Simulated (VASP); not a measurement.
# Al4Ni (I4/m) in VASP: a series of runs, part 2 of 2

VASP 6.6.1. Earlier steps stand in the parts before.

**3. Single point, PBE, collinear spin, ferromagnetic start**

The input, INCAR:

```
PREC = Accurate ; ENCUT = 520
EDIFF = 1E-7 ; ISMEAR = 0
SIGMA = 0.1 ; LREAL = False
LASPH = True ; NELM = 150
ALGO = Fast ; ISIF = 2
LWAVE = False ; LCHARG = False
ISPIN = 2 ; MAGMOM = 0 0 0 0 2
LORBIT = 11 ; LMAXMIX = 4
GGA = PE ; NBANDS = 23
```

The input, KPOINTS:

```
regular mesh
0
Gamma
  6 6 6
```

The input, POSCAR:

```
Al4Ni
1.0
   -3.0606113900      3.0606113900      1.9357006000
    3.0606113900     -3.0606113900      1.9357006000
    3.0606113900      3.0606113900     -1.9357006000
Al Ni
4 1
Direct
    0.2000000000      0.6000000000      0.8000000000
    0.6000000000      0.8000000000      0.4000000000
    0.4000000000      0.2000000000      0.6000000000
    0.8000000000      0.4000000000      0.2000000000
    0.0000000000      0.0000000000      0.0000000000
```

Potentials or basis: VASP PAW PBE potentials, release 64 (Al, Ni).

Started as:

```console
$ cat potpaw_PBE.64/Al/POTCAR potpaw_PBE.64/Ni/POTCAR > POTCAR
$ mpirun -np 1 vasp_std > vasp.out
```

OUTCAR:

```text
PREC = Accurate
   ENCUT = 520
   EDIFF = 1E-7
   ISMEAR = 0
   LREAL = False
   LASPH = True
   NELM = 150
   ISIF = 2
   ISPIN = 2
   LORBIT = 11
   GGA = PE

 ion  position               nearest neighbor table
   1  0.200  0.600  0.800-   5 2.74   2 2.74   3 2.74   4 2.74   5 2.74   2 2.74   3 2.74   4 2.74
                             3 2.74   4 2.74   2 2.74   5 2.74
   2  0.600  0.800  0.400-   3 2.74   3 2.74   5 2.74   1 2.74   5 2.74   4 2.74   1 2.74   4 2.74
                             4 2.74   5 2.74   1 2.74   3 2.74
   3  0.400  0.200  0.600-   2 2.74   2 2.74   4 2.74   5 2.74   5 2.74   1 2.74   4 2.74   1 2.74
                             1 2.74   5 2.74   4 2.74   2 2.74
[... 1494 lines left out ...]
 POSITION                                       TOTAL-FORCE (eV/Angst)
 -----------------------------------------------------------------------------------
      3.67273      1.22424      0.00000         0.347162      0.413000     -0.000000
      1.83637      0.61212      1.93570        -0.413000      0.347162     -0.000000
      1.22424      2.44849      0.00000         0.413000     -0.347162      0.000000
     -0.61212      1.83637      1.93570        -0.347162     -0.413000      0.000000
      0.00000      0.00000      0.00000        -0.000000      0.000000     -0.000000
 -----------------------------------------------------------------------------------
    total drift:                               -0.000000     -0.000000      0.000000

  FREE ENERGIE OF THE ION-ELECTRON SYSTEM (eV)
  ---------------------------------------------------
  free  energy   TOTEN  =       -21.3096942091 eV

  energy  without entropy=      -21.2987335437  energy(sigma->0) =      -21.30421388

 total charge

# of ion       s       p       d       tot
------------------------------------------
    1        0.417   0.377   0.000   0.793
    2        0.417   0.377   0.000   0.793
    3        0.417   0.377   0.000   0.793
    4        0.417   0.377   0.000   0.793
    5        0.441   0.407   8.381   9.228
--------------------------------------------------
tot          2.107   1.913   8.381  12.400

 magnetization (x)

# of ion       s       p       d       tot
------------------------------------------
    1       -0.000  -0.000   0.000  -0.000
    2       -0.000  -0.000   0.000  -0.000
    3       -0.000  -0.000   0.000  -0.000
    4       -0.000  -0.000   0.000  -0.000
    5        0.000   0.000   0.000   0.000
--------------------------------------------------
tot         -0.000  -0.000   0.000  -0.000
```

stdout:

```text
POSCAR found type information on POSCAR AlNi
 POSCAR found :  2 types and       5 ions
 scaLAPACK will be used
 LDA part: xc-table for (Slater+PW92), standard interpolation
 POSCAR, INCAR and KPOINTS ok, starting setup
 FFT: planning ... GRIDC
 FFT: planning ... GRID_SOFT
 FFT: planning ... GRID
 WAVECAR not read
 entering main loop
```

It took 4.1 min on 1 thread of Intel Xeon 6975P-C, shared host; peak memory 0.29 GiB.

What came out:

- Free energy: -21.3097 eV
- Pressure: 1.4 GPa
- Largest force: 0.540 eV/Å
- Band gap on the k mesh: zero (filled and empty bands overlap)
- Net moment: 0.00 μB per cell
- Valence electrons inside the program's atomic spheres: Al 0.79; Ni 9.23

Forces in eV/Å, atoms in the order of the input:
```
Al   0.347  0.413  0.000
Al  -0.413  0.347  0.000
Al   0.413 -0.347  0.000
Al  -0.347 -0.413  0.000
Ni   0.000  0.000  0.000
```

Caveat: the starting moments collapsed, and a magnetic state may lie lower.

**4. Single point, PBE, collinear spin, ferromagnetic start**

This run uses another cell than the first one, of 14.68 Å³/atom, 1.012 times its volume.

The input, INCAR:

```
SYSTEM = Al4Ni
PREC = Accurate
ENCUT = 520
EDIFF = 1E-6
ISMEAR = 0
SIGMA = 0.1
LREAL = .FALSE.
LASPH = .TRUE.
NELM = 150
ALGO = Normal
ISIF = 2
LWAVE = .FALSE.
LCHARG = .FALSE.
ISPIN = 2
MAGMOM = 0 0 0 0 2
LORBIT = 11
LMAXMIX = 4
GGA = PE
NBANDS = 23
```

The input, KPOINTS:

```
regular mesh
0
G
  6 6 6
  0 0 0
```

The input, POSCAR:

```
Al4Ni
1.0
   -3.0833740127      3.0833740127      1.9304151655
    3.0833740127     -3.0833740127      1.9304151655
    3.0833740127      3.0833740127     -1.9304151655
Al Ni
4 1
Direct
    0.2049768243      0.6057364372      0.8107132614
    0.6057364372      0.7950231757      0.4007596129
    0.3942635628      0.2049768243      0.5992403871
    0.7950231757      0.3942635628      0.1892867386
    0.0000000000      0.0000000000      0.0000000000
```

Started as:

```console
$ cat potpaw_PBE.64/Al/POTCAR potpaw_PBE.64/Ni/POTCAR > POTCAR
$ mpirun -np 1 vasp_std > vasp.out
```

It took 3.9 min on 1 thread of Intel Xeon 6975P-C, shared host; peak memory 0.29 GiB.

Results (log left out):

- Free energy: -21.3653 eV
- Pressure: 0.2 GPa
- Band gap on the k mesh: zero (filled and empty bands overlap)
- Net moment: 0.00 μB per cell
- Valence electrons inside the program's atomic spheres: Al 0.79; Ni 9.23

Levels at points of the mesh, in eV from the Fermi level:
Spin up:
```csv
k point,band 9,band 10,band 11,band 12,band 13,band 14
"(0.00, 0.00, 0.00)",-1.74,-0.69,0.86,2.09,2.09,2.56
"(0.50, 0.00, 0.00)",-1.70,-1.51,-0.72,-0.32,1.00,3.08
"(0.50, 0.50, 0.00)",-1.49,-0.26,-0.21,0.28,0.74,0.97
"(0.50, 0.50, 0.50)",-2.10,-1.66,0.51,3.97,5.75,5.75
```
Spin down:
```csv
k point,band 8,band 9,band 10,band 11,band 12,band 13,band 14,band 15
"(0.00, 0.00, 0.00)",-2.23,-1.74,-0.69,0.86,2.09,2.09,2.56,2.66
"(0.50, 0.00, 0.00)",-2.26,-1.70,-1.50,-0.72,-0.32,1.00,3.08,3.68
"(0.50, 0.50, 0.00)",-2.07,-1.49,-0.26,-0.21,0.28,0.74,0.97,2.95
"(0.50, 0.50, 0.50)",-2.10,-2.10,-1.66,0.51,3.97,5.75,5.75,5.75
```

Caveat: the starting moments collapsed, and a magnetic state may lie lower.

**5. Single point, PBE**

This run uses another cell than the first one, of 14.68 Å³/atom, 1.012 times its volume.

The input, INCAR:

```
SYSTEM = Al4Ni
PREC = Accurate ; ENCUT = 520
EDIFF = 1E-7 ; ISMEAR = 0
SIGMA = 0.1 ; LREAL = .FALSE.
LASPH = .TRUE. ; NELM = 100
ALGO = Fast ; ISIF = 2
LWAVE = .FALSE. ; LCHARG = .FALSE.
GGA = PE ; NBANDS = 19
```

The input, KPOINTS:

```
Automatic mesh
0
G
  12 12 12
  0 0 0
```

The input, POSCAR:

```
Al4Ni
1.0
   -3.0800303076      3.0800303076      1.9339153570
    3.0800303076     -3.0800303076      1.9339153570
    3.0800303076      3.0800303076     -1.9339153570
Al Ni
4 1
Direct
    0.7956207410      0.6059821181      0.4016028591
    0.3940178819      0.7956207410      0.1896386228
    0.6059821181      0.2043792590      0.8103613772
    0.2043792590      0.3940178819      0.5983971409
    0.0000000000      0.0000000000      0.0000000000
```

Started as:

```console
$ cat potpaw_PBE.64/Al/POTCAR potpaw_PBE.64/Ni/POTCAR > POTCAR
$ mpirun -np 1 vasp_std > vasp.out
```

Run time: 11 min. Hardware: 1 thread of Intel Xeon 6975P-C, shared host; peak memory 0.44 GiB.

Results (log left out):

* Free energy: -21.3396 eV
* Pressure: 0.0 GPa
* Band gap on the k mesh: zero (band 11 reaches 11.09 eV, above the bottom of band 12 at 8.05 eV)

Levels at points of the mesh, in eV from the Fermi level:
| k point | band 9 | band 10 | band 11 | band 12 | band 13 | band 14 |
| --- | --- | --- | --- | --- | --- | --- |
| (0.00, 0.00, 0.00) | -1.71 | -0.66 | 0.87 | 2.11 | 2.11 | 2.59 |
| (0.50, 0.00, 0.00) | -1.67 | -1.48 | -0.69 | -0.27 | 1.04 | 3.14 |
| (0.50, 0.50, 0.00) | -1.43 | -0.22 | -0.19 | 0.29 | 0.79 | 0.98 |
| (0.50, 0.50, 0.50) | -2.07 | -1.64 | 0.52 | 4.01 | 5.78 | 5.78 |
